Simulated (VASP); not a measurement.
# Zr (C2/c) in VASP: notebook

Zr is run at these levels: PBEsol; tasks: single point.

Program: VASP 6.6.1. These are calculated values, not measurements. Logs are shortened: lines on timing, memory, paths and dates and some standing lists are left out, and cuts for length are marked.

## (1) The cell of the first run

The structure is monoclinic, space group C2/c (No. 15). The conventional cell has a = 3.233 Å, b = 5.598 Å, c = 5.149 Å, α = 90.00°, β = 93.44°, γ = 90.00°. Within 4.1 Å of Zr (site symmetry 2) lie 12 Zr at 3.10 to 3.26 Å.

## (2) Single point, PBEsol (strain -0.0600 x Voigt [0, 0, 0, 0, 1, 0])

File INCAR:

```
SYSTEM = Zr
  PREC = Accurate
  ENCUT = 520
  EDIFF = 1E-6
  ISMEAR = 0
  SIGMA = 0.15
  LREAL = .False.
  LASPH = .True.
  NELM = 80
  ALGO = Fast
  ISIF = 2
  LWAVE = .False.
  LCHARG = .False.
  GGA = PS
  NBANDS = 19
```

File KPOINTS:

```
regular mesh
0
Gamma
  18 18 10
  0 0 0
```

File POSCAR:

```
Zr
1.0
    3.2319982225      0.0000000000     -0.0969599467
   -1.6159991112      2.7989925657      0.0484799733
   -0.1544100000      0.0000000000      5.1470000000
Zr
2
Direct
    0.3333333333      0.6666666667      0.2500000000
    0.6666666667      0.3333333333      0.7500000000
```

Potentials or basis: VASP PAW PBE potentials, release 64 (Zr_sv).

The run is started by

```bash
$ cat potpaw_PBE.64/Zr_sv/POTCAR > POTCAR
$ mpirun -np 1 vasp_std > vasp.out
```

OUTCAR:

```text
SYSTEM = Zr
   PREC = Accurate
   ENCUT = 520
   EDIFF = 1E-6
   ISMEAR = 0
   LREAL = .False.
   LASPH = .True.
   NELM = 80
   ISIF = 2
   GGA = PS

 ion  position               nearest neighbor table
   1  0.333  0.667  0.250-   2 3.10   2 3.10   2 3.18   2 3.18   2 3.26   2 3.26
   2  0.667  0.333  0.750-   1 3.10   1 3.10   1 3.18   1 3.18   1 3.26   1 3.26

  LATTYP: Found a base centered monoclinic cell.
 ALAT       =     3.2334522946
 B/A-ratio  =     1.7312719104
 C/A-ratio  =     1.5925132521
 COS(beta)  =    -0.0599460486

  Lattice vectors:

 A1 = (   1.6159991112,  -2.7989925657,  -0.0484799733)
 A2 = (   1.6159991113,   2.7989925657,  -0.0484799734)
 A3 = (  -0.1544100000,   0.0000000000,   5.1470000000)

Analysis of symmetry for initial positions (statically):
=====================================================================
 Subroutine PRICEL returns:
 Original cell was already a primitive cell.

 Routine SETGRP: Setting up the symmetry group for a
 base centered monoclinic supercell.

 Subroutine GETGRP returns: Found  4 space group operations
 (whereof  2 operations were pure point group operations)
 out of a pool of  4 trial point group operations.

The static configuration has the point symmetry S_2 .
 The point group associated with its full space group is C_2h.

Analysis of symmetry for dynamics (positions and initial velocities):
=====================================================================
 Subroutine PRICEL returns:
 Original cell was already a primitive cell.

 Routine SETGRP: Setting up the symmetry group for a
 base centered monoclinic supercell.

 Subroutine GETGRP returns: Found  4 space group operations
 (whereof  2 operations were pure point group operations)
 out of a pool of  4 trial point group operations.

The dynamic configuration has the point symmetry S_2 .
 The point group associated with its full space group is C_2h.

 Subroutine INISYM returns: Found  4 space group operations
 (whereof  2 operations are pure point group operations),
 and found     1 'primitive' translations

----------------------------------------------------------------------------------------

                                     Primitive cell

  volume of cell :      46.5196

  direct lattice vectors                    reciprocal lattice vectors
     3.231998223  0.000000000 -0.096959947     0.309684827  0.178635701  0.009290545
    -1.615999111  2.798992566  0.048479973     0.000000000  0.357271403  0.000000000
    -0.154410000  0.000000000  5.147000000     0.005833889  0.000000000  0.194462951

  length of vectors
     3.233452295  3.232361802  5.149315629     0.357633500  0.357271403  0.194550440

  position of ions in fractional coordinates (direct lattice)
     0.333333333  0.666666667  0.250000000
     0.666666667  0.333333333  0.750000000

  ion indices of the primitive-cell ions
   primitive index   ion index
                 1           1
                 2           2

----------------------------------------------------------------------------------------

 KPOINTS: regular mesh

Automatic generation of k-mesh.
 Grid dimensions read from file:
 generate k-points for:   18   18   10

 Generating k-lattice:

  Cartesian coordinates                     Fractional coordinates (reciprocal lattice)
     0.017204713  0.009924206  0.000516141     0.055555556  0.000000000  0.000000000
     0.000000000  0.019848411  0.000000000     0.000000000  0.055555556  0.000000000
     0.000583389  0.000000000  0.019446295    -0.000000000  0.000000000  0.100000000

  Length of vectors
     0.019868528  0.019848411  0.019455044

  Shift w.r.t. Gamma in fractional coordinates (k-lattice)
     0.000000000  0.000000000  0.000000000

 Subroutine IBZKPT returns following result:
 ===========================================

 Found    866 irreducible k-points:

 Following reciprocal coordinates:
            Coordinates               Weight
  0.000000  0.000000  0.000000      1.000000
  0.055556 -0.000000  0.000000      4.000000
  0.111111 -0.000000  0.000000      4.000000
  0.166667 -0.000000  0.000000      4.000000
  0.222222 -0.000000 -0.000000      4.000000
  0.277778 -0.000000  0.000000      4.000000
[... 16 lines left out ...]
 -0.333333  0.055556  0.000000      4.000000
 -0.277778  0.055556  0.000000      4.000000
 [... further k-points ...]
   k-points           NKPTS =    866   k-points in BZ     NKDIM =    866   number of bands    NBANDS=     19
   number of dos      NEDOS =    301   number of ions     NIONS =      2
   total plane-waves  NPLWV =  23040
   dimension x,y,z NGX =    24 NGY =   24 NGZ =   40
   dimension x,y,z NGXF=    48 NGYF=   48 NGZF=   80
   ions per type =               2
   NGX,Y,Z   is equivalent  to a cutoff of  12.34, 12.34, 12.91 a.u.
   NGXF,Y,Z  is equivalent  to a cutoff of  24.68, 24.69, 25.83 a.u.
 SYSTEM =  Zr
   PREC   = accura    normal or accurate (medium, high low for compatibility)
   ISTART =      0    job   : 0-new  1-cont  2-samecut
   ICHARG =      2    charge: 1-file 2-atom 10-const
   ISPIN  =      1    spin polarized calculation?
   LNONCOLLINEAR =      F non collinear calculations
   LSORBIT =      F    spin-orbit coupling
   LASPH  =      T    aspherical Exc in radial PAW
   ENCUT  =  520.0 eV  38.22 Ry    6.18 a.u.   6.01  6.01  9.57*2*pi/ulx,y,z
   NELM   =     80;   NELMIN=  2; NELMDL= -5     # of ELM steps
   EDIFF  = 0.1E-05   stopping-criterion for ELM
   LREAL  =      F    real-space projection
   EDIFFG = 0.1E-04   stopping-criterion for IOM
   NSW    =      0    number of steps for IOM
   IBRION =     -1    ionic relax: 0-MD 1-quasi-New 2-CG
   NFREE  =      0    steps in history (QN), initial steepest desc. (CG)
   ISIF   =      2    stress and relaxation
   ISYM   =      2    0-nonsym 1-usesym 2-fastsym
   POTIM  = 0.5000    time-step for ionic-motion
   TEBEG  =    0.0;   TEEND  =   0.0 temperature during run
   PSTRESS=    0.0 pullay stress
   NELECT =      24.0000    total number of electrons
   NUPDOWN=      -1.0000    fix difference up-down
   EMIN   =  10.00;   EMAX   =-10.00  energy-range for DOS
   EFERMI =   0.00;   METHOD = LEGACY
   ISMEAR =     0;   SIGMA  =   0.15  broadening in eV -4-tet -1-fermi 0-gaus
   EFERMI_NEDOS =   21; number of points for ismear=-14 and -15
   IALGO  =     68    algorithm
   IMIX   =      4    mixing-type and parameters
     AMIX     =   0.40;   BMIX     =  1.00
     AMIX_MAG =   1.60;   BMIX_MAG =  1.00
  volume/ion in A,a.u.               =      23.26       156.96
  Fermi-wavevector in a.u.,A,eV,Ry     =   1.313006  2.481221 23.456223  1.723984
  Thomas-Fermi vector in A             =   2.443358
   LORBIT       =      0    0 simple, 1 ext, 2 COOP (PROOUT), +10 PAW based schemes
   GGA     = PS    functional components
   LHFCALC =     F    Hartree Fock is set to
   AEXX    =    0.0000 exact exchange contribution
   IVDW    =     0    specifies the selected vdW correction
   LEPSILON=     F    determine dielectric tensor
   LRPA    =     F    only Hartree local field effects (RPA)
 non-spin polarized calculation
 RMM-DIIS sequential band-by-band and
 Gauss-broadening in eV      SIGMA  =   0.15
  energy-cutoff  :      520.00
  volume of cell :       46.52
 maximum number of plane-waves:      1276
   NGX = 13   NGY = 13   NGZ = 19

 number of electron      24.0000000 magnetization

 Free energy of the ion-electron system (eV)
  ---------------------------------------------------
  ext. energy  EPLUGINS =         0.00000000
  ---------------------------------------------------
  free energy    TOTEN  =       -18.14535935 eV

  energy without entropy =      -18.12223024  energy(sigma->0) =      -18.13379479

 E-fermi :   8.8476     XC(G=0): -11.2054

 val. band max:        8.8452108136   @ k =   0.2222   0.1111   0.4000
 cond. band min:       8.8486826838   @ k =  -0.1111   0.0000   0.2000
 fundamental gap:      0.0034718702
 Fermi energy:         8.8475918258

 k-point     1 :       0.0000    0.0000    0.0000
  band No.  band energies     occupation
      1     -39.8591      2.00000
      2     -39.6987      2.00000
      3     -18.4240      2.00000
      4     -17.5370      2.00000
      5     -17.5307      2.00000
      6     -17.4133      2.00000
[... 11 lines left out ...]
     18      11.1006      0.00000
     19      13.2832      0.00000

 k-point     2 :       0.0556   -0.0000    0.0000
  band No.  band energies     occupation
      1     -39.8555      2.00000
      2     -39.6973      2.00000
      3     -18.4143      2.00000
      4     -17.5542      2.00000
      5     -17.5418      2.00000
      6     -17.4278      2.00000
[... 11 lines left out ...]
     18      11.0234      0.00000
     19      13.3602      0.00000

 k-point     3 :       0.1111   -0.0000    0.0000
  band No.  band energies     occupation
      1     -39.8451      2.00000
      2     -39.6932      2.00000
      3     -18.3858      2.00000
      4     -17.6151      2.00000
      5     -17.5624      2.00000
      6     -17.4832      2.00000
[... 11 lines left out ...]
     18      10.9021      0.00000
     19      13.5071      0.00000

 k-point     4 :       0.1667   -0.0000    0.0000
  band No.  band energies     occupation
      1     -39.8287      2.00000
      2     -39.6873      2.00000
      3     -18.3403      2.00000
      4     -17.7088      2.00000
      5     -17.5922      2.00000
      6     -17.5745      2.00000
[... 11 lines left out ...]
     18      11.0924      0.00000
     19      13.6859      0.00000

 k-point     5 :       0.2222   -0.0000   -0.0000
  band No.  band energies     occupation
      1     -39.8080      2.00000
      2     -39.6805      2.00000
      3     -18.2807      2.00000
      4     -17.8235      2.00000
      5     -17.6853      2.00000
      6     -17.6273      2.00000
[... 11 lines left out ...]
     18      11.5703      0.00000
     19      13.8518      0.00000
[... 334 lines left out ...]
      2     -39.6681      2.00000
      3     -18.1860      2.00000
      4     -18.0350      2.00000
      5     -18.0014      2.00000
      6     -17.7424      2.00000
[... 11 lines left out ...]
     18      14.0600      0.00000
     19      14.1314      0.00000

 k-point    22 :      -0.3889    0.0556    0.0000
  band No.  band energies     occupation
      1     -39.7492      2.00000
      2     -39.6685      2.00000
      3     -18.1211      2.00000
      4     -18.0775      2.00000
      5     -17.9497      2.00000
      6     -17.7189      2.00000
[... 11 lines left out ...]
     18      13.3497      0.00000
     19      14.0707      0.00000

 k-point    23 :      -0.3333    0.0556    0.0000
  band No.  band energies     occupation
      1     -39.7713      2.00000
      2     -39.6715      2.00000
      3     -18.1682      2.00000
      4     -18.0009      2.00000
      5     -17.8627      2.00000
      6     -17.6848      2.00000
[... 11 lines left out ...]
     18      12.6533      0.00000
     19      13.9942      0.00000

 k-point    24 :      -0.2778    0.0556    0.0000
  band No.  band energies     occupation
      1     -39.7946      2.00000
      2     -39.6768      2.00000
      3     -18.2399      2.00000
      4     -17.8842      2.00000
      5     -17.7626      2.00000
      6     -17.6424      2.00000
[... 11 lines left out ...]
     18      12.0076      0.00000
     19      13.8867      0.00000

 [... further k-points ...]
[... 5 lines left out ...]
  --------------------------------------------------------------------------------------
  -------------------------------------------------------------------------------------
  Total       -0.9467273     -1.0602644     -0.8339692     -0.0000000      0.0000000      0.4205587
  in kB      -32.6061489    -36.5164704    -28.7226579     -0.0000000      0.0000000     14.4844234
  external PRESSURE =     -32.6150924 kB  Pullay stress =       0.0000000 kB

 VOLUME and BASIS-vectors are now :
 -----------------------------------------------------------------------------
  energy-cutoff  :      520.00
  volume of cell :       46.52
      direct lattice vectors                 reciprocal lattice vectors
     3.231998223  0.000000000 -0.096959947     0.309684827  0.178635701  0.009290545
    -1.615999111  2.798992566  0.048479973     0.000000000  0.357271403  0.000000000
    -0.154410000  0.000000000  5.147000000     0.005833889  0.000000000  0.194462951

 POSITION                                       TOTAL-FORCE (eV/Angst)
 -----------------------------------------------------------------------------------
     -0.03860      1.86600      1.28675         0.000000      0.012837     -0.000000
      1.50019      0.93300      3.81177        -0.000000     -0.012837      0.000000
 -----------------------------------------------------------------------------------
    total drift:                                0.000000     -0.000000     -0.000000

  FREE ENERGIE OF THE ION-ELECTRON SYSTEM (eV)
  ---------------------------------------------------
  free  energy   TOTEN  =       -18.1453593479 eV

  energy  without entropy=      -18.1222302366  energy(sigma->0) =      -18.13379479
```

Run time: 6.2 min. Hardware: 1 thread of Intel Xeon 6975P-C (Granite Rapids), shared host; peak memory 0.66 GiB.

What came out:

| Property | Result |
| --- | --- |
| Free energy | -18.1454 eV |
| Pressure | -3.3 GPa |
| Largest force | 0.013 eV/Å |
| Band gap on the k mesh | zero (bands 12 and 13 overlap by 1.28 eV) |

Forces in eV/Å, atoms in the order of the input:
```
Zr   0.000  0.013  0.000
Zr   0.000 -0.013  0.000
```

Levels at points of the mesh, in eV from the Fermi level:
```
           k point  band 8  band 9  band 10  band 11  band 12  band 13  band 14  band 15  band 16  band 17
(0.00, 0.00, 0.00)  -26.21   -5.65    -3.01     0.88     0.89     0.97     1.23     1.55     1.57     2.17
(0.50, 0.00, 0.00)  -26.34   -2.55    -2.49    -2.12    -0.16     0.48     0.74     1.65     4.94     5.28
(0.00, 0.50, 0.00)  -26.34   -2.53    -2.49    -2.11    -0.18     0.40     0.81     1.67     4.94     5.24
(0.00, 0.00, 0.50)  -26.29   -3.93    -3.93     0.03     0.03     0.78     0.78     0.87     0.87     3.68
(0.50, 0.00, 0.50)  -26.42   -2.88    -2.82    -1.14    -0.92     1.41     1.92     2.16     2.30     5.08
(0.00, 0.50, 0.50)  -26.47   -2.85    -2.85    -1.03    -1.03     1.67     1.67     2.24     2.24     5.11
```

Caveat: the cell differs from its parent crystal (strain -0.0600 x Voigt [0, 0, 0, 0, 1, 0]); the cell stands under tension; the PAW data sets were made with another functional, which shifts forces and pressure a little.

## (3) Single point, PBEsol (strain +0.0450 x Voigt [0, 0, 0, 0, 1, 0])

File INCAR:

```
ALGO = Fast ; EDIFF = 1E-7
ENCUT = 520 ; GGA = PS
ISIF = 2 ; ISMEAR = 0
LASPH = T ; LCHARG = F
LREAL = F ; LWAVE = F
NBANDS = 19 ; NELM = 60
PREC = Accurate ; SIGMA = 0.15
```

File KPOINTS:

```
k-points
0
Gamma
  18 18 10
```

File POSCAR:

```
Zr
1.0
    3.2319982225      0.0000000000      0.0727199600
   -1.6159991112      2.7989925657     -0.0363599800
    0.1158075000      0.0000000000      5.1470000000
Zr
2
Direct
    0.3333333333      0.6666666667      0.2500000000
    0.6666666667      0.3333333333      0.7500000000
```

Potentials or basis: VASP PAW PBE potentials, release 64 (Zr_sv).

The run is started by

```bash
$ cat potpaw_PBE.64/Zr_sv/POTCAR > POTCAR
$ mpirun -np 1 vasp_std > vasp.out
```

It took 7.6 min on 1 thread of Intel Xeon 6975P-C (Granite Rapids), shared host; peak memory 0.66 GiB.

Results (log left out):

```yaml
Free_energy: -18.1505 eV
Pressure: -3.3 GPa
Largest_force: 0.007 eV/Å
Band_gap_on_the_k_mesh: zero (bands 12 and 13 overlap by 1.26 eV)
```

Forces in eV/Å, atoms in the order of the input:
```
Zr   0.000  0.007  0.000
Zr   0.000 -0.007  0.000
```

Stress tensor (GPa, compression positive):
```
-3.32  0.00 -1.09
 0.00 -3.55  0.00
-1.09  0.00 -2.91
```

Levels at points of the mesh, in eV from the Fermi level:
| k point | band 8 | band 9 | band 10 | band 11 | band 12 | band 13 | band 14 | band 15 | band 16 | band 17 |
| --- | --- | --- | --- | --- | --- | --- | --- | --- | --- | --- |
| (0.00, 0.00, 0.00) | -26.23 | -5.66 | -3.02 | 0.87 | 0.87 | 0.99 | 1.21 | 1.55 | 1.56 | 2.15 |
| (0.50, 0.00, 0.00) | -26.36 | -2.56 | -2.50 | -2.13 | -0.18 | 0.50 | 0.75 | 1.57 | 4.93 | 5.29 |
| (0.00, 0.50, 0.00) | -26.35 | -2.55 | -2.50 | -2.13 | -0.19 | 0.45 | 0.80 | 1.59 | 4.93 | 5.28 |
| (0.00, 0.00, 0.50) | -26.31 | -3.94 | -3.94 | 0.04 | 0.04 | 0.77 | 0.77 | 0.83 | 0.83 | 3.74 |
| (0.50, 0.00, 0.50) | -26.45 | -2.88 | -2.84 | -1.12 | -0.96 | 1.46 | 1.84 | 2.17 | 2.27 | 5.08 |
| (0.00, 0.50, 0.50) | -26.48 | -2.86 | -2.86 | -1.04 | -1.04 | 1.65 | 1.65 | 2.22 | 2.22 | 5.12 |

Caveat: the cell differs from its parent crystal (strain +0.0450 x Voigt [0, 0, 0, 0, 1, 0]); the cell stands under tension; the PAW data sets were made with another functional, which shifts forces and pressure a little.

## (4) Single point, PBEsol (strain +0.0525 x Voigt [0, 0, 0, 0, 1, 0])

File INCAR:

```
PREC = Accurate
ENCUT = 520
EDIFF = 1E-6
ISMEAR = 0
SIGMA = 0.15
LREAL = False
LASPH = True
NELM = 60
ALGO = Fast
ISIF = 2
LWAVE = False
LCHARG = False
GGA = PS
NBANDS = 19
```

File KPOINTS:

```
Automatic mesh
0
Gamma
  18 18 10
```

File POSCAR:

```
Zr
1.0
    3.2319982225      0.0000000000      0.0848399533
   -1.6159991112      2.7989925657     -0.0424199767
    0.1351087500      0.0000000000      5.1470000000
Zr
2
Direct
    0.3333333333      0.6666666667      0.2500000000
    0.6666666667      0.3333333333      0.7500000000
```

The run is started by

```bash
$ cat potpaw_PBE.64/Zr_sv/POTCAR > POTCAR
$ mpirun -np 1 vasp_std > vasp.out
```

Wall time 19 min (1 thread of Oxide Virtual Turin-like, shared host); peak memory 0.62 GiB.

Results (log left out):

```yaml
Free_energy: -18.1481 eV
Pressure: -3.3 GPa
Largest_force: 0.009 eV/Å
Band_gap_on_the_k_mesh: zero (bands 12 and 13 overlap by 1.27 eV)
```

Forces on the atoms (eV/Å):
```
Zr   0.000  0.009  0.000
Zr   0.000 -0.009  0.000
```

Stress tensor (GPa, compression positive):
```
-3.29  0.00 -1.27
 0.00 -3.60  0.00
-1.27  0.00 -2.89
```

Levels at points of the mesh, in eV from the Fermi level:
```csv
k point,band 10,band 11,band 12,band 13,band 14,band 15
"(0.00, 0.00, 0.00)",-3.02,0.88,0.88,0.98,1.22,1.55
"(0.50, 0.00, 0.00)",-2.50,-2.12,-0.17,0.49,0.75,1.61
"(0.00, 0.50, 0.00)",-2.50,-2.12,-0.19,0.43,0.80,1.63
"(0.00, 0.00, 0.50)",-3.94,0.03,0.03,0.77,0.77,0.85
"(0.50, 0.00, 0.50)",-2.83,-1.13,-0.94,1.44,1.88,2.17
"(0.00, 0.50, 0.50)",-2.86,-1.04,-1.04,1.66,1.66,2.23
```

Caveat: the cell differs from its parent crystal (strain +0.0525 x Voigt [0, 0, 0, 0, 1, 0]); the cell stands under tension; the PAW data sets were made with another functional, which shifts forces and pressure a little.

## (5) The runs side by side

| cell | further INCAR settings | gap on the mesh (eV) | pressure (GPa) | largest force (eV/Å) |
| --- | --- | --- | --- | --- |
| a = 3.233, b = 3.232, c = 5.149 Å, angles 88.3, 93.4, 120.0°, 2 atoms | ALGO = Fast; EDIFF = 1e-06; NBANDS = 19 | none | -3.3 | 0.01 |
| a = 3.233, b = 3.232, c = 5.148 Å, angles 91.3, 87.4, 120.0°, 2 atoms | ALGO = Fast; EDIFF = 1e-07; NBANDS = 19 | none | -3.3 | 0.01 |
| a = 3.233, b = 3.232, c = 5.149 Å, angles 91.5, 87.0, 120.0°, 2 atoms | ALGO = Fast; EDIFF = 1e-06; NBANDS = 19 | none | -3.3 | 0.01 |

Alike in all rows: task single point; level PBEsol; potentials or basis VASP PAW PBE potentials, release 64 (Zr_sv); no spin polarisation; k mesh 18 × 18 × 10; cutoff (eV) 520; smearing gaussian 0.15 eV.

Caveats: the cell stands under tension; the PAW data sets were made with another functional, which shifts forces and pressure a little.

Absolute energies hang on the potentials; compare differences alone.
